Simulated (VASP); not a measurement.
Wanted: the native input for a VASP 6.6.1 run.

| Property | Result |
| --- | --- |
| Task | single point |
| Functional | PBE |
| Potentials or basis | VASP PAW PBE potentials, release 64 (Cs_sv, Si) |
| Cutoff | 520 eV |
| k mesh | 6 × 6 × 4 |
| Occupations | gaussian, width 0.1 eV |
| Spin | no spin polarisation |
| Dipole correction | no |
| Further INCAR settings | ALGO = Normal; EDIFF = 1e-06; NBANDS = 23 |

The structure of Cs2Si3 lies in POSCAR:

```
Cs2Si3
1.0
    3.9219847140      0.0000000000      0.0000000000
   -1.9609923570      3.3965383956      0.0000000000
    0.0000000000      0.0000000000     12.6888576578
Cs Si
2 3
Direct
    0.3333333333      0.6666666667      0.2274091426
    0.6666666667      0.3333333333      0.7725908574
    0.0000000000      0.0000000000      0.0000000000
    0.3333333333      0.6666666667      0.5264359200
    0.6666666667      0.3333333333      0.4735640800
```

The input as run:

INCAR

```
SYSTEM = Cs2Si3
PREC     = Accurate       ! precision mode
ENCUT    = 520            ! plane-wave cutoff, eV
EDIFF    = 1E-6           ! SCF threshold, eV
ISMEAR   = 0              ! smearing method
SIGMA    = 0.1            ! smearing width, eV
LREAL    = .FALSE.        ! projectors in reciprocal space
LASPH    = .TRUE.         ! aspherical terms in the spheres
NELM     = 100            ! most SCF steps
ALGO     = Normal         ! electronic algorithm
ISIF     = 2              ! what is computed and relaxed
LWAVE    = .FALSE.        ! write WAVECAR
LCHARG   = .FALSE.        ! write CHGCAR
GGA      = PE             ! functional
NBANDS   = 23             ! bands
```

KPOINTS

```
Automatic mesh
0
G
  6 6 4
  0 0 0
```

Potentials or basis: VASP PAW PBE potentials, release 64 (Cs_sv, Si).

Command:

```sh
$ cat potpaw_PBE.64/Cs_sv/POTCAR potpaw_PBE.64/Si/POTCAR > POTCAR
$ mpirun -np 1 vasp_std > vasp.out
```

Results of the run:

```yaml
Pressure: 0.0 GPa
Largest_force: 0.016 eV/Å
Band_gap_on_the_k_mesh: zero (band 15 reaches 4.31 eV, above the bottom of band 16 at 2.66 eV)
```

Caveat: spin-orbit coupling is left out, which moves the levels of the heavy elements.

Run time: 56 s on 1 thread of AMD EPYC 9R45 96-Core Processor (Zen 5) (shared host), peak memory 0.27 GiB.
